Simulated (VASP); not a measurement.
# Pt (P6_3/mmc) in VASP: notebook

The runs below take Pt through single point, relaxation of cell and atoms, with PBE.

All numbers are computed with VASP 6.6.1; they aren't measurements. Logs are shortened: lines on timing, memory, paths and dates and some standing lists are left out, and cuts for length are marked.

## (1) The cell of the first run

It takes space group P6_3/mmc (No. 194, hexagonal). Conventional cell: a = 2.898 Å, b = 2.898 Å, c = 9.677 Å, α = 90.00°, β = 90.00°, γ = 120.00°. Within 3.8 Å of Pt (site symmetry -3m) lie 12 Pt at 2.90 to 2.94 Å. Pt (site symmetry -6m2) has 12 Pt at 2.90 to 2.94 Å within 3.8 Å.

## (2) Single point, PBE (volume scaled by 1.12)

Input file INCAR:

```
SYSTEM = Pt
PREC = Accurate ; ENCUT = 520
EDIFF = 1E-7 ; ISMEAR = -1
SIGMA = 0.1 ; LREAL = .False.
LASPH = .True. ; NELM = 100
ALGO = Normal ; ISIF = 2
LWAVE = .False. ; LCHARG = .False.
GGA = PE ; NBANDS = 28
```

Input file KPOINTS:

```
Automatic mesh
0
Gamma
  15 15 4
  0 0 0
```

Input file POSCAR:

```
Pt
1.0
    2.8981996377      0.0000000000      0.0000000000
   -1.4490998188      2.5099145115      0.0000000000
    0.0000000000      0.0000000000      9.6771182557
Pt
4
Direct
    0.0000000000      1.0000000000      1.0000000000
    0.0000000000      1.0000000000      0.5000000000
    0.3333333333      0.6666666667      0.2500000000
    0.6666666667      0.3333333333      0.7500000000
```

Potentials or basis: VASP PAW PBE potentials, release 64 (Pt).

Launch:

```
cat potpaw_PBE.64/Pt/POTCAR > POTCAR
mpirun -np 1 vasp_std > vasp.out
```

OUTCAR:

```text
SYSTEM = Pt
   PREC = Accurate
   ENCUT = 520
   EDIFF = 1E-7
   ISMEAR = -1
   LREAL = .False.
   LASPH = .True.
   NELM = 100
   ISIF = 2
   GGA = PE

 ion  position               nearest neighbor table
   1  0.000  0.000  0.000-   3 2.94   4 2.94   3 2.94   4 2.94   4 2.94   3 2.94
   2  0.000  0.000  0.500-   3 2.94   4 2.94   3 2.94   4 2.94   4 2.94   3 2.94
   3  0.333  0.667  0.250-   1 2.94   2 2.94   1 2.94   2 2.94   1 2.94   2 2.94
   4  0.667  0.333  0.750-   1 2.94   2 2.94   1 2.94   2 2.94   1 2.94   2 2.94

  LATTYP: Found a hexagonal cell.
 ALAT       =     2.8981996377
 C/A-ratio  =     3.3390102358

  Lattice vectors:

 A1 = (   2.8981996377,   0.0000000000,   0.0000000000)
 A2 = (  -1.4490998188,   2.5099145115,   0.0000000000)
 A3 = (   0.0000000000,   0.0000000000,   9.6771182557)

Analysis of symmetry for initial positions (statically):
=====================================================================
 Subroutine PRICEL returns:
 Original cell was already a primitive cell.

 Routine SETGRP: Setting up the symmetry group for a
 hexagonal supercell.

 Subroutine GETGRP returns: Found 24 space group operations
 (whereof 12 operations were pure point group operations)
 out of a pool of 24 trial point group operations.

The static configuration has the point symmetry D_3d.
 The point group associated with its full space group is D_6h.

Analysis of symmetry for dynamics (positions and initial velocities):
=====================================================================
 Subroutine PRICEL returns:
 Original cell was already a primitive cell.

 Routine SETGRP: Setting up the symmetry group for a
 hexagonal supercell.

 Subroutine GETGRP returns: Found 24 space group operations
 (whereof 12 operations were pure point group operations)
 out of a pool of 24 trial point group operations.

The dynamic configuration has the point symmetry D_3d.
 The point group associated with its full space group is D_6h.

 Subroutine INISYM returns: Found 24 space group operations
 (whereof 12 operations are pure point group operations),
 and found     1 'primitive' translations

----------------------------------------------------------------------------------------

                                     Primitive cell

  volume of cell :      70.3936

  direct lattice vectors                    reciprocal lattice vectors
[... 83 lines left out ...]
   ISTART =      0    job   : 0-new  1-cont  2-samecut
   ICHARG =      2    charge: 1-file 2-atom 10-const
   ISPIN  =      1    spin polarized calculation?
   LNONCOLLINEAR =      F non collinear calculations
   LSORBIT =      F    spin-orbit coupling
   LASPH  =      T    aspherical Exc in radial PAW
   ENCUT  =  520.0 eV  38.22 Ry    6.18 a.u.   5.39  5.39 17.99*2*pi/ulx,y,z
   NELM   =    100;   NELMIN=  2; NELMDL= -5     # of ELM steps
   EDIFF  = 0.1E-06   stopping-criterion for ELM
   LREAL  =      F    real-space projection
   EDIFFG = 0.1E-05   stopping-criterion for IOM
   NSW    =      0    number of steps for IOM
   IBRION =     -1    ionic relax: 0-MD 1-quasi-New 2-CG
   NFREE  =      0    steps in history (QN), initial steepest desc. (CG)
   ISIF   =      2    stress and relaxation
   ISYM   =      2    0-nonsym 1-usesym 2-fastsym
   POTIM  = 0.5000    time-step for ionic-motion
   TEBEG  =    0.0;   TEEND  =   0.0 temperature during run
   PSTRESS=    0.0 pullay stress
   NELECT =      40.0000    total number of electrons
   NUPDOWN=      -1.0000    fix difference up-down
   EMIN   =  10.00;   EMAX   =-10.00  energy-range for DOS
   EFERMI =   0.00;   METHOD = LEGACY
   ISMEAR =    -1;   SIGMA  =   0.10  broadening in eV -4-tet -1-fermi 0-gaus
   EFERMI_NEDOS =   21; number of points for ismear=-14 and -15
   IALGO  =     38    algorithm
   IMIX   =      4    mixing-type and parameters
     AMIX     =   0.40;   BMIX     =  1.00
     AMIX_MAG =   1.60;   BMIX_MAG =  1.00
  volume/ion in A,a.u.               =      17.60       118.76
  Fermi-wavevector in a.u.,A,eV,Ry     =   1.355971  2.562414 25.016452  1.838657
  Thomas-Fermi vector in A             =   2.483014
   LORBIT       =      0    0 simple, 1 ext, 2 COOP (PROOUT), +10 PAW based schemes
   GGA     = PE    functional components
   LHFCALC =     F    Hartree Fock is set to
   AEXX    =    0.0000 exact exchange contribution
   IVDW    =     0    specifies the selected vdW correction
   LEPSILON=     F    determine dielectric tensor
   LRPA    =     F    only Hartree local field effects (RPA)
 non-spin polarized calculation
  energy-cutoff  :      520.00
  volume of cell :       70.39
 maximum number of plane-waves:      1944
 NGX is ok and might be reduce to    24
   NGX = 11   NGY = 11   NGZ = 35

 number of electron      40.0000002 magnetization

 Free energy of the ion-electron system (eV)
  ---------------------------------------------------
  ext. energy  EPLUGINS =         0.00000000
  ---------------------------------------------------
  free energy    TOTEN  =       -23.84345577 eV

  energy without entropy =      -23.57454674  energy(sigma->0) =      -23.70900125

 E-fermi :   8.5487     XC(G=0): -12.5766

 val. band max:        8.5378469031   @ k =   0.4667   0.0667   0.0000
 cond. band min:       8.5509332898   @ k =   0.4000   0.2000   0.5000
 fundamental gap:      0.0130863867
 Fermi energy:         8.5487200314

 k-point     1 :       0.0000    0.0000    0.0000
  band No.  band energies     occupation
      1      -0.0575      2.00000
      2       1.6784      2.00000
      3       1.6827      2.00000
      4       2.6143      2.00000
      5       5.2916      2.00000
      6       5.3330      2.00000
[... 733 lines left out ...]
     27      15.7668      0.00000
     28      16.9984      0.00000

 [... further k-points ...]
[... 5 lines left out ...]
  --------------------------------------------------------------------------------------
  -------------------------------------------------------------------------------------
  Total       -9.1503241     -9.1503241     -8.7055059     -0.0000000     -0.0000000      0.0000000
  in kB     -208.2637974   -208.2637974   -198.1396185     -0.0000000     -0.0000000      0.0000000
  external PRESSURE =    -204.8890711 kB  Pullay stress =       0.0000000 kB

 VOLUME and BASIS-vectors are now :
 -----------------------------------------------------------------------------
  energy-cutoff  :      520.00
  volume of cell :       70.39
      direct lattice vectors                 reciprocal lattice vectors
     2.898199638  0.000000000  0.000000000     0.345041793  0.199209972  0.000000000
    -1.449099819  2.509914511  0.000000000     0.000000000  0.398419944  0.000000000
     0.000000000  0.000000000  9.677118256     0.000000000  0.000000000  0.103336549

 POSITION                                       TOTAL-FORCE (eV/Angst)
 -----------------------------------------------------------------------------------
      0.00000      0.00000      0.00000        -0.000000      0.000000      0.000000
      0.00000      0.00000      4.83856         0.000000      0.000000      0.000000
     -0.00000      1.67328      2.41928         0.000000      0.000000      0.000000
      1.44910      0.83664      7.25784        -0.000000     -0.000000      0.000000
 -----------------------------------------------------------------------------------
    total drift:                               -0.000000      0.000000      0.000000

  FREE ENERGIE OF THE ION-ELECTRON SYSTEM (eV)
  ---------------------------------------------------
  free  energy   TOTEN  =       -23.8434557679 eV

  energy  without entropy=      -23.5745467390  energy(sigma->0) =      -23.70900125
```

Run time: 2.6 min. Hardware: 1 thread of Intel Xeon 8259CL, shared host; peak memory 0.27 GiB.

Results:

- Free energy: -23.8435 eV
- Pressure: -20.5 GPa
- Band gap on the k mesh: zero (band 20 reaches 8.81 eV, above the bottom of band 21 at 7.78 eV)

Stress tensor (GPa, compression positive):
```
-20.83   0.00   0.00
  0.00 -20.83   0.00
  0.00   0.00 -19.81
```

Levels at points of the mesh, in eV from the Fermi level:
```csv
k point,band 18,band 19,band 20,band 21,band 22,band 23
"(0.00, 0.00, 0.00)",-1.06,-1.06,-0.73,-0.73,-0.12,-0.12
"(0.00, 0.00, 0.50)",-1.33,-1.33,-1.33,-0.37,-0.37,-0.37
```

Caveat: the cell differs from its parent crystal (volume scaled by 1.12); spin-orbit coupling is left out, which moves the levels of the heavy elements.

## (3) Single point, PBE

This run uses another cell than the first one, of 15.71 Å³/atom, 0.893 times its volume.

Input file INCAR:

```
SYSTEM = Pt
  PREC = Accurate
  ENCUT = 520
  EDIFF = 1E-7
  ISMEAR = -1
  SIGMA = 0.1
  LREAL = .FALSE.
  LASPH = .TRUE.
  NELM = 60
  ALGO = Normal
  ISIF = 2
  LWAVE = .FALSE.
  LCHARG = .TRUE.
  GGA = PE
  LELF = .TRUE.
  LVHAR = .TRUE.
  NBANDS = 28
```

Input file KPOINTS:

```
regular mesh
0
G
  17 17 5
  0 0 0
```

Input file POSCAR:

```
Pt
1.0
    2.7907587191      0.0000000000      0.0000000000
   -1.3953793595      2.4168679465      0.0000000000
    0.0000000000      0.0000000000      9.3183719287
Pt
4
Direct
    0.0000000000      1.0000000000      1.0000000000
    0.0000000000      1.0000000000      0.5000000000
    0.3333333333      0.6666666667      0.2500000000
    0.6666666667      0.3333333333      0.7500000000
```

Potentials or basis: VASP PAW PBE potentials, release 64 (Pt).

Launch:

```
cat potpaw_PBE.64/Pt/POTCAR > POTCAR
mpirun -np 1 vasp_std > vasp.out
```

Run time: 3.7 min. Hardware: 1 thread of Intel Xeon 8259CL, shared host; peak memory 0.28 GiB.

The run converged. Its results:

```yaml
Free_energy: -24.3996 eV
Pressure: -0.5 GPa
Band_gap_on_the_k_mesh: zero (band 20 reaches 10.85 eV, above the bottom of band 21 at 9.60 eV)
```

Stress tensor (GPa, compression positive):
```
-0.57  0.00  0.00
 0.00 -0.57  0.00
 0.00  0.00 -0.43
```

Levels at points of the mesh, in eV from the Fermi level:
```
           k point  band 17  band 18  band 19  band 20  band 21  band 22  band 23  band 24
(0.00, 0.00, 0.00)    -1.86    -1.28    -1.28    -0.86    -0.86    -0.49    -0.12    -0.12
```

Caveat: spin-orbit coupling is left out, which moves the levels of the heavy elements.

## (4) Relaxation of cell and atoms, PBE

This run uses another cell than the first one, of 15.09 Å³/atom, 0.858 times its volume.

Input file INCAR:

```
PREC = Accurate
ENCUT = 600
EDIFF = 1E-6
ISMEAR = -1
SIGMA = 0.1
LREAL = F
LASPH = T
NELM = 80
ALGO = Normal
ISIF = 3
LWAVE = F
LCHARG = F
GGA = PE
IBRION = 2
NSW = 80
EDIFFG = -0.01
```

Input file KPOINTS:

```
regular mesh
0
Gamma
  13 13 4
```

Input file POSCAR:

```
Pt
1.0
    2.7740467412      0.0000000000      0.0000000000
   -1.3870233706      2.4023949491      0.0000000000
    0.0000000000      0.0000000000      9.0600366567
Pt
4
Direct
    0.0000000000      0.0000000000      0.0000000000
    0.0000000000      0.0000000000      0.5000000000
    0.3333333333      0.6666666667      0.2500000000
    0.6666666667      0.3333333333      0.7500000000
```

Launch:

```
cat potpaw_PBE.64/Pt/POTCAR > POTCAR
mpirun -np 1 vasp_std > vasp.out
```

It took 11 min on 1 thread of Intel Xeon 8259CL, shared host; peak memory 0.27 GiB.

Results (log left out):

| Item | Value |
| --- | --- |
| Free energy | -24.3856 eV |
| Relaxed volume | 15.69 Å³/atom |
| Relaxed cell | a = 2.790 Å, b = 2.790 Å, c = 9.309 Å, α = 90.00°, β = 90.00°, γ = 120.00° |
| Space group after relaxing (to 0.05 Å) | P6_3/mmc (No. 194) |
| Energy gained by relaxing | 20.4 meV/atom |
| Ionic steps | 10 |
| Pressure after relaxing | 0.0 GPa |

Step by step:
| step | energy change (eV) | largest force (eV/Å) | pressure (GPa) | volume (Å³) |
| --- | --- | --- | --- | --- |
| 1 | 0.0000 | 0.0000 | 10.44 | 60.38 |
| 2 | 0.3517 | 0.0000 | -18.64 | 69.38 |
| 3 | -0.0762 | 0.0000 | -0.53 | 62.87 |
| 4 | -0.0763 | 0.0000 | -0.20 | 62.78 |
| 5 | -0.0763 | 0.0000 | -0.01 | 62.74 |
| 6 | -0.0805 | 0.0000 | 0.12 | 62.70 |
| 7 | -0.0817 | 0.0000 | 0.27 | 62.67 |
| 8 | -0.0817 | 0.0000 | 0.27 | 62.67 |
| 9 | -0.0813 | 0.0000 | -0.67 | 62.91 |
| 10 | -0.0817 | 0.0000 | 0.01 | 62.74 |

Final structure:
```
Pt
1.0
     2.78969    0.00000    0.00000
    -1.39484    2.41594    0.00000
     0.00000    0.00000    9.30914
Pt
4
Direct
  0.00000 0.00000 0.00000
  0.00000 0.00000 0.50000
  0.33333 0.66667 0.25000
  0.66667 0.33333 0.75000
```

Levels at points of the mesh, in eV from the Fermi level:
| k point | band 17 | band 18 | band 19 | band 20 | band 21 | band 22 | band 23 | band 24 |
| --- | --- | --- | --- | --- | --- | --- | --- | --- |
| (0.00, 0.00, 0.00) | -1.87 | -1.29 | -1.29 | -0.87 | -0.87 | -0.49 | -0.12 | -0.12 |
| (0.00, 0.00, 0.50) | -1.60 | -1.60 | -1.60 | -1.60 | -0.44 | -0.44 | -0.44 | -0.44 |

Caveat: the bands computed are all filled at some k points, so no gap is given; spin-orbit coupling is left out, which moves the levels of the heavy elements.

## (5) Single point, PBE

This run uses another cell than the first one, of 15.71 Å³/atom, 0.893 times its volume.

Input file INCAR:

```
PREC = Accurate
ENCUT = 520
EDIFF = 1E-7
ISMEAR = -1
SIGMA = 0.1
LREAL = F
LASPH = T
NELM = 100
ALGO = Normal
ISIF = 2
LWAVE = F
LCHARG = F
GGA = PE
NBANDS = 28
```

Input file KPOINTS:

```
Automatic mesh
0
Gamma
  13 13 4
```

Input file POSCAR:

```
Pt
1.0
    2.7907587191      0.0000000000      0.0000000000
   -1.3953793595      2.4168679465      0.0000000000
    0.0000000000      0.0000000000      9.3183719287
Pt
4
Direct
    0.0000000000      1.0000000000      1.0000000000
    0.0000000000      1.0000000000      0.5000000000
    0.3333333333      0.6666666667      0.2500000000
    0.6666666667      0.3333333333      0.7500000000
```

Launch:

```
cat potpaw_PBE.64/Pt/POTCAR > POTCAR
mpirun -np 1 vasp_std > vasp.out
```

Run time: 54 s. Hardware: 1 thread of Intel Xeon 6975P-C (Granite Rapids), shared host; peak memory 0.23 GiB.

Results (log left out):

* Free energy: -24.3857 eV
* Pressure: -0.5 GPa
* Band gap on the k mesh: zero (band 20 reaches 10.84 eV, above the bottom of band 21 at 9.60 eV)

Levels at points of the mesh, in eV from the Fermi level:
```tsv
k point	band 16	band 17	band 18	band 19	band 20	band 21	band 22	band 23	band 24	band 25
(0.00, 0.00, 0.00)	-1.86	-1.86	-1.28	-1.28	-0.86	-0.86	-0.49	-0.12	-0.12	5.20
(0.00, 0.00, 0.50)	-2.39	-1.59	-1.59	-1.59	-1.59	-0.44	-0.44	-0.44	-0.44	8.11
```

Caveat: spin-orbit coupling is left out, which moves the levels of the heavy elements.

## (6) Overview

```csv
task,cell,k mesh,cutoff (eV),gap on the mesh (eV),pressure (GPa)
single point,"a = 2.898, b = 2.898, c = 9.677 Å, angles 90.0, 90.0, 120.0°, 4 atoms",15 × 15 × 4,520,none,-20.5
single point,"a = 2.791, b = 2.791, c = 9.318 Å, angles 90.0, 90.0, 120.0°, 4 atoms",17 × 17 × 5,520,none,-0.5
relaxation of cell and atoms,"relaxed from a = 2.774, b = 2.774, c = 9.060 Å, angles 90.0, 90.0, 120.0°, 4 atoms",13 × 13 × 4,600,-,0.0
single point,"a = 2.791, b = 2.791, c = 9.318 Å, angles 90.0, 90.0, 120.0°, 4 atoms",13 × 13 × 4,520,none,-0.5
```

Alike in all rows: level PBE; potentials or basis VASP PAW PBE potentials, release 64 (Pt); no spin polarisation; smearing fermi-dirac 0.1 eV.

Caveats: spin-orbit coupling is left out, which moves the levels of the heavy elements; the bands computed are all filled at some k points, so no gap is given (some runs).

Total energies depend on the potentials used, so only differences within one code and one set of settings carry meaning.
